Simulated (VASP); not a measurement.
# CdTe in VASP: further runs

The runs below take CdTe through single point, with PBE.

All numbers are computed with VASP 6.6.1; they aren't measurements. Logs are shortened: lines on timing, memory, paths and dates and some standing lists are left out, and cuts for length are marked.

## 1. The cell of the first run

The cell holds a wire or tube with vacuum around it, 4 atoms: a = 11.700 Å, b = 9.300 Å, c = 4.791 Å, α = 90.00°, β = 90.00°, γ = 90.00°.

## 2. Single point, PBE, collinear spin

Input file INCAR:

```
SYSTEM = CdTe
ALGO = Normal
EDIFF = 1E-7
ENCUT = 520
GGA = PE
ISIF = 2
ISMEAR = 0
ISPIN = 2
LASPH = .TRUE.
LCHARG = .FALSE.
LORBIT = 11
LREAL = .FALSE.
LWAVE = .FALSE.
MAGMOM = 0.5 0.5 0.5 0.5
NBANDS = 30
NELM = 150
PREC = Accurate
SIGMA = 0.05
```

Input file KPOINTS:

```
k-points
0
G
  1 1 13
  0 0 0
```

Input file POSCAR:

```
CdTe
1.0
   11.7000000000      0.0000000000      0.0000000000
    0.0000000000      9.3000000000      0.0000000000
    0.0000000000      0.0000000000      4.7909805334
Cd Te
2 2
Direct
    0.4287253201      0.5000000000      0.0000000000
    0.5712746799      0.5000000000      0.5000000000
    0.3113297932      0.5000000000      0.5000000000
    0.6886702068      0.5000000000      0.0000000000
```

Potentials or basis: VASP PAW PBE potentials, release 64 (Cd, Te).

Launch:

```console
$ cat potpaw_PBE.64/Cd/POTCAR potpaw_PBE.64/Te/POTCAR > POTCAR
$ mpirun -np 1 vasp_std > vasp.out
```

OUTCAR:

```text
SYSTEM = CdTe
   EDIFF = 1E-7
   ENCUT = 520
   GGA = PE
   ISIF = 2
   ISMEAR = 0
   ISPIN = 2
   LASPH = .TRUE.
   LORBIT = 11
   LREAL = .FALSE.
   NELM = 150
   PREC = Accurate

 ion  position               nearest neighbor table
   1  0.429  0.500  0.000-   3 2.76   3 2.76   2 2.92   2 2.92   4 3.04
   2  0.571  0.500  0.500-   4 2.76   4 2.76   1 2.92   1 2.92   3 3.04
   3  0.311  0.500  0.500-   1 2.76   1 2.76   2 3.04
   4  0.689  0.500  0.000-   2 2.76   2 2.76   1 3.04

  LATTYP: Found a simple orthorhombic cell.
 ALAT       =     4.7909805334
 B/A-ratio  =     1.9411475240
 C/A-ratio  =     2.4420888205

  Lattice vectors:

 A1 = (   0.0000000000,   0.0000000000,  -4.7909805334)
 A2 = (   0.0000000000,   9.3000000000,   0.0000000000)
 A3 = (  11.7000000000,   0.0000000000,   0.0000000000)

Analysis of symmetry for initial positions (statically):
=====================================================================
 Subroutine PRICEL returns:
 Original cell was already a primitive cell.

 Routine SETGRP: Setting up the symmetry group for a
 simple orthorhombic supercell.

 Subroutine GETGRP returns: Found  8 space group operations
 (whereof  4 operations were pure point group operations)
 out of a pool of  8 trial point group operations.

The static configuration has the point symmetry C_2v.
 The point group associated with its full space group is D_2h.

Analysis of symmetry for dynamics (positions and initial velocities):
=====================================================================
 Subroutine PRICEL returns:
 Original cell was already a primitive cell.

 Routine SETGRP: Setting up the symmetry group for a
 simple orthorhombic supercell.

 Subroutine GETGRP returns: Found  8 space group operations
 (whereof  4 operations were pure point group operations)
 out of a pool of  8 trial point group operations.

The dynamic configuration has the point symmetry C_2v.
 The point group associated with its full space group is D_2h.

Analysis of structural, dynamic, and magnetic symmetry:
=====================================================================
 Subroutine PRICEL returns:
 Original cell was already a primitive cell.

 Routine SETGRP: Setting up the symmetry group for a
 simple orthorhombic supercell.

 Subroutine GETGRP returns: Found  8 space group operations
 (whereof  4 operations were pure point group operations)
 out of a pool of  8 trial point group operations.

The overall configuration has the point symmetry C_2v.
 The point group associated with its full space group is D_2h.

 Subroutine INISYM returns: Found  8 space group operations
 (whereof  4 operations are pure point group operations),
 and found     1 'primitive' translations

----------------------------------------------------------------------------------------

                                     Primitive cell

  volume of cell :     521.3066

  direct lattice vectors                    reciprocal lattice vectors
    11.700000000  0.000000000  0.000000000     0.085470085  0.000000000  0.000000000
     0.000000000  9.300000000  0.000000000     0.000000000  0.107526882  0.000000000
     0.000000000  0.000000000  4.790980533     0.000000000  0.000000000  0.208725540

  length of vectors
    11.700000000  9.300000000  4.790980533     0.085470085  0.107526882  0.208725540

  position of ions in fractional coordinates (direct lattice)
     0.428725320  0.500000000  0.000000000
     0.571274680  0.500000000  0.500000000
     0.311329793  0.500000000  0.500000000
     0.688670207  0.500000000  0.000000000

  ion indices of the primitive-cell ions
   primitive index   ion index
                 1           1
                 2           2
                 3           3
                 4           4

----------------------------------------------------------------------------------------

 KPOINTS: k-points

Automatic generation of k-mesh.
 Grid dimensions read from file:
 generate k-points for:    1    1   13

 Generating k-lattice:

  Cartesian coordinates                     Fractional coordinates (reciprocal lattice)
     0.085470085  0.000000000  0.000000000     1.000000000  0.000000000  0.000000000
     0.000000000  0.107526882  0.000000000     0.000000000  1.000000000  0.000000000
     0.000000000  0.000000000  0.016055811     0.000000000  0.000000000  0.076923077

  Length of vectors
     0.085470085  0.107526882  0.016055811

  Shift w.r.t. Gamma in fractional coordinates (k-lattice)
     0.000000000  0.000000000  0.000000000

 Subroutine IBZKPT returns following result:
 ===========================================

 Found      7 irreducible k-points:

 Following reciprocal coordinates:
            Coordinates               Weight
  0.000000  0.000000  0.000000      1.000000
  0.000000  0.000000  0.076923      2.000000
  0.000000  0.000000  0.153846      2.000000
  0.000000  0.000000  0.230769      2.000000
  0.000000  0.000000  0.307692      2.000000
  0.000000  0.000000  0.384615      2.000000
  0.000000  0.000000  0.461538      2.000000
   k-points           NKPTS =      7   k-points in BZ     NKDIM =      7   number of bands    NBANDS=     30
   number of dos      NEDOS =    301   number of ions     NIONS =      4
   total plane-waves  NPLWV = 226800
   dimension x,y,z NGX =    90 NGY =   70 NGZ =   36
   dimension x,y,z NGXF=   180 NGYF=  140 NGZF=   72
   ions per type =               2   2
   NGX,Y,Z   is equivalent  to a cutoff of  12.79, 12.51, 12.49 a.u.
   NGXF,Y,Z  is equivalent  to a cutoff of  25.58, 25.03, 24.98 a.u.
 SYSTEM =  CdTe
   PREC   = accura    normal or accurate (medium, high low for compatibility)
   ISTART =      0    job   : 0-new  1-cont  2-samecut
   ICHARG =      2    charge: 1-file 2-atom 10-const
   ISPIN  =      2    spin polarized calculation?
   LNONCOLLINEAR =      F non collinear calculations
   LSORBIT =      F    spin-orbit coupling
   LASPH  =      T    aspherical Exc in radial PAW
   ENCUT  =  520.0 eV  38.22 Ry    6.18 a.u.  21.75 17.29  8.91*2*pi/ulx,y,z
   NELM   =    150;   NELMIN=  2; NELMDL= -5     # of ELM steps
   EDIFF  = 0.1E-06   stopping-criterion for ELM
   LREAL  =      F    real-space projection
   EDIFFG = 0.1E-05   stopping-criterion for IOM
   NSW    =      0    number of steps for IOM
   IBRION =     -1    ionic relax: 0-MD 1-quasi-New 2-CG
   NFREE  =      0    steps in history (QN), initial steepest desc. (CG)
   ISIF   =      2    stress and relaxation
   ISYM   =      2    0-nonsym 1-usesym 2-fastsym
   POTIM  = 0.5000    time-step for ionic-motion
   TEBEG  =    0.0;   TEEND  =   0.0 temperature during run
   PSTRESS=    0.0 pullay stress
   NELECT =      36.0000    total number of electrons
   NUPDOWN=      -1.0000    fix difference up-down
   EMIN   =  10.00;   EMAX   =-10.00  energy-range for DOS
   EFERMI =   0.00;   METHOD = LEGACY
   ISMEAR =     0;   SIGMA  =   0.05  broadening in eV -4-tet -1-fermi 0-gaus
   EFERMI_NEDOS =   21; number of points for ismear=-14 and -15
   IALGO  =     38    algorithm
   IMIX   =      4    mixing-type and parameters
     AMIX     =   0.40;   BMIX     =  1.00
     AMIX_MAG =   1.60;   BMIX_MAG =  1.00
  volume/ion in A,a.u.               =     130.33       879.49
  Fermi-wavevector in a.u.,A,eV,Ry     =   0.671652  1.269239  6.137819  0.451117
  Thomas-Fermi vector in A             =   1.747536
   LORBIT       =     11    0 simple, 1 ext, 2 COOP (PROOUT), +10 PAW based schemes
   GGA     = PE    functional components
   LHFCALC =     F    Hartree Fock is set to
   AEXX    =    0.0000 exact exchange contribution
   IVDW    =     0    specifies the selected vdW correction
   LEPSILON=     F    determine dielectric tensor
   LRPA    =     F    only Hartree local field effects (RPA)
 spin polarized calculation
 Gauss-broadening in eV      SIGMA  =   0.05
  energy-cutoff  :      520.00
  volume of cell :      521.31
 maximum number of plane-waves:     14056
 NGX is ok and might be reduce to    90
   NGX = 43   NGY = 35   NGZ = 17

 number of electron      36.0000010 magnetization       0.0000279

 number of electron      36.0000010 magnetization      -0.0000060

 Free energy of the ion-electron system (eV)
  ---------------------------------------------------
  ext. energy  EPLUGINS =         0.00000000
  ---------------------------------------------------
  free energy    TOTEN  =        -7.98099496 eV

  energy without entropy =       -7.98099496  energy(sigma->0) =       -7.98099496

 E-fermi :  -3.3748     XC(G=0):  -3.3078

 val. band max:       -3.6205752989   @ k =   0.0000   0.0000   0.3846
 cond. band min:      -2.1348456941   @ k =   0.0000   0.0000   0.0000
 fundamental gap:      1.4857296048
 Fermi energy:        -3.3748428696

 spin component 1

 k-point     1 :       0.0000    0.0000    0.0000
  band No.  band energies     occupation
      1     -14.0402      1.00000
      2     -13.7699      1.00000
      3     -12.2797      1.00000
      4     -11.9045      1.00000
      5     -11.8031      1.00000
      6     -11.7458      1.00000
[... 22 lines left out ...]
     29       3.2837      0.00000
     30       3.5757      0.00000

 k-point     2 :       0.0000    0.0000    0.0769
  band No.  band energies     occupation
      1     -14.0156      1.00000
      2     -13.7689      1.00000
      3     -12.2467      1.00000
      4     -11.9075      1.00000
      5     -11.8127      1.00000
      6     -11.7930      1.00000
[... 22 lines left out ...]
     29       3.5811      0.00000
     30       3.5901      0.00000

 k-point     3 :       0.0000    0.0000    0.1538
  band No.  band energies     occupation
      1     -13.9458      1.00000
      2     -13.7634      1.00000
      3     -12.1559      1.00000
      4     -11.9892      1.00000
      5     -11.9145      1.00000
      6     -11.7668      1.00000
[... 98 lines left out ...]
      6     -11.8511      1.00000
[... 22 lines left out ...]
     29       3.8390      0.00000
     30       3.9822      0.00000

 k-point     7 :       0.0000    0.0000    0.4615
  band No.  band energies     occupation
      1     -13.6432      1.00000
      2     -13.6260      1.00000
      3     -12.1886      1.00000
      4     -12.0456      1.00000
      5     -11.9018      1.00000
      6     -11.8794      1.00000
[... 22 lines left out ...]
     29       3.6943      0.00000
     30       3.7335      0.00000
 Fermi energy:        -3.3748428696

 spin component 2

 k-point     1 :       0.0000    0.0000    0.0000
  band No.  band energies     occupation
      1     -14.0402      1.00000
      2     -13.7699      1.00000
      3     -12.2797      1.00000
      4     -11.9045      1.00000
      5     -11.8031      1.00000
      6     -11.7458      1.00000
[... 22 lines left out ...]
     29       3.2836      0.00000
     30       3.5745      0.00000

 k-point     2 :       0.0000    0.0000    0.0769
  band No.  band energies     occupation
      1     -14.0156      1.00000
      2     -13.7689      1.00000
      3     -12.2467      1.00000
      4     -11.9075      1.00000
      5     -11.8127      1.00000
      6     -11.7930      1.00000
[... 22 lines left out ...]
     29       3.5799      0.00000
     30       3.5900      0.00000

 k-point     3 :       0.0000    0.0000    0.1538
  band No.  band energies     occupation
      1     -13.9458      1.00000
      2     -13.7634      1.00000
      3     -12.1559      1.00000
      4     -11.9892      1.00000
      5     -11.9145      1.00000
      6     -11.7668      1.00000
[... 121 lines left out ...]
     29       3.8389      0.00000
     30       3.9820      0.00000

 k-point     7 :       0.0000    0.0000    0.4615
  band No.  band energies     occupation
      1     -13.6432      1.00000
      2     -13.6260      1.00000
      3     -12.1886      1.00000
      4     -12.0456      1.00000
      5     -11.9018      1.00000
      6     -11.8794      1.00000
[... 22 lines left out ...]
     29       3.6941      0.00000
     30       3.7334      0.00000

------------------------ aborting loop because EDIFF is reached ----------------------------------------

  FORCE on cell =-STRESS in cart. coord.  units (eV):
  Direction    XX          YY          ZZ          XY          YZ          ZX
  --------------------------------------------------------------------------------------
  -------------------------------------------------------------------------------------
  Total        0.2392145      0.0814007      0.2284505      0.0000000      0.0000000      0.0000000
  in kB        0.7351989      0.2501759      0.7021169      0.0000000      0.0000000      0.0000000
  external PRESSURE =       0.5624973 kB  Pullay stress =       0.0000000 kB

 VOLUME and BASIS-vectors are now :
 -----------------------------------------------------------------------------
  energy-cutoff  :      520.00
  volume of cell :      521.31
      direct lattice vectors                 reciprocal lattice vectors
    11.700000000  0.000000000  0.000000000     0.085470085  0.000000000  0.000000000
     0.000000000  9.300000000  0.000000000     0.000000000  0.107526882  0.000000000
     0.000000000  0.000000000  4.790980533     0.000000000  0.000000000  0.208725540

 POSITION                                       TOTAL-FORCE (eV/Angst)
 -----------------------------------------------------------------------------------
      5.01609      4.65000      0.00000        -0.000925      0.000000      0.000000
      6.68391      4.65000      2.39549         0.000925      0.000000      0.000000
      3.64256      4.65000      2.39549        -0.040697      0.000000      0.000000
      8.05744      4.65000      0.00000         0.040697      0.000000      0.000000
 -----------------------------------------------------------------------------------
    total drift:                               -0.000000      0.000000      0.000000

  FREE ENERGIE OF THE ION-ELECTRON SYSTEM (eV)
  ---------------------------------------------------
  free  energy   TOTEN  =        -7.9809949600 eV

  energy  without entropy=       -7.9809949600  energy(sigma->0) =       -7.98099496

 total charge

# of ion       s       p       d       tot
------------------------------------------
    1        0.484   0.286   9.525  10.295
    2        0.484   0.286   9.525  10.295
    3        1.378   1.972   0.017   3.367
    4        1.378   1.972   0.017   3.367
--------------------------------------------------
tot          3.723   4.517  19.083  27.324

 magnetization (x)

# of ion       s       p       d       tot
------------------------------------------
    1       -0.000  -0.000   0.000  -0.000
    2       -0.000  -0.000   0.000  -0.000
    3       -0.000   0.000  -0.000   0.000
    4       -0.000   0.000  -0.000   0.000
--------------------------------------------------
tot         -0.000   0.000   0.000   0.000
```

Run time: 3.5 min. Hardware: 1 thread of AMD EPYC 9R45 (Zen 5), shared host; peak memory 0.7 GiB.

What came out:

```yaml
Free_energy: -7.9810 eV
Largest_force: 0.041 eV/Å
Band_gap_on_the_k_mesh: 1.49 eV (least direct gap 1.70 eV)
Net_moment: 0.00 μB per cell
Valence_electrons_inside_the_program's_atomic_spheres: Cd 10.29; Te 3.37
```

Forces on the atoms (eV/Å):
```
Cd  -0.001  0.000  0.000
Cd   0.001  0.000  0.000
Te  -0.041  0.000  0.000
Te   0.041  0.000  0.000
```

Caveat: spin-orbit coupling is left out, which moves the levels of the heavy elements.

## 3. Single point, PBE, collinear spin

This run uses another cell than the first one.

Input file INCAR:

```
PREC     = Accurate       # precision mode
ENCUT    = 520            # plane-wave cutoff, eV
EDIFF    = 1E-7           # SCF threshold, eV
ISMEAR   = 0              # smearing method
SIGMA    = 0.05           # smearing width, eV
LREAL    = F              # projectors in reciprocal space
LASPH    = T              # aspherical terms in the spheres
NELM     = 150            # most SCF steps
ALGO     = Normal         # electronic algorithm
ISIF     = 2              # what is computed and relaxed
LWAVE    = F              # write WAVECAR
LCHARG   = F              # write CHGCAR
ISPIN    = 2              # spin polarisation
MAGMOM   = 0.5 0.5 0.5 0.5 # initial moments
LORBIT   = 11             # projections on sites
GGA      = PE             # functional
NBANDS   = 30             # bands
```

Input file KPOINTS:

```
regular mesh
0
Gamma
  1 1 13
```

Input file POSCAR:

```
CdTe
1.0
   11.7000000000      0.0000000000      0.0000000000
    0.0000000000      9.3000000000      0.0000000000
    0.0000000000      0.0000000000      5.1577320350
Cd Te
2 2
Direct
    0.3842816531      0.5000000000      0.0000000000
    0.6157183469      0.5000000000      0.5000000000
    0.3842816531      0.5000000000      0.5000000000
    0.6157183469      0.5000000000      0.0000000000
```

Potentials or basis: VASP PAW PBE potentials, release 64 (Cd, Te).

Launch:

```console
$ cat potpaw_PBE.64/Cd/POTCAR potpaw_PBE.64/Te/POTCAR > POTCAR
$ mpirun -np 1 vasp_std > vasp.out
```

It took 3.9 min on 1 thread of AMD EPYC 9R45 (Zen 5), shared host; peak memory 0.8 GiB.

Results (log left out):

```yaml
Free_energy: -6.6013 eV
Largest_force: 1.413 eV/Å
Band_gap_on_the_k_mesh: 0.82 eV (least direct gap 1.30 eV)
Net_moment: 0.00 μB per cell
Valence_electrons_inside_the_program's_atomic_spheres: Cd 10.38; Te 3.49
```

Forces in eV/Å, atoms in the order of the input:
```
Cd  -0.777  0.000  0.000
Cd   0.777  0.000  0.000
Te  -1.413  0.000  0.000
Te   1.413  0.000  0.000
```

Levels at points of the mesh, in eV from the valence-band top:
Spin up:
| k point | band 16 | band 17 | band 18 | band 19 | band 20 | band 21 |
| --- | --- | --- | --- | --- | --- | --- |
| (0.00, 0.00, 0.00) | -1.82 | -1.71 | -0.48 | 0.82 | 1.95 | 4.19 |
Spin down:
```tsv
k point	band 14	band 15	band 16	band 17	band 18	band 19	band 20	band 21	band 22	band 23
(0.00, 0.00, 0.00)	-2.53	-2.00	-1.82	-1.71	-0.48	0.82	1.95	4.19	4.21	4.43
```

Caveat: spin-orbit coupling is left out, which moves the levels of the heavy elements.
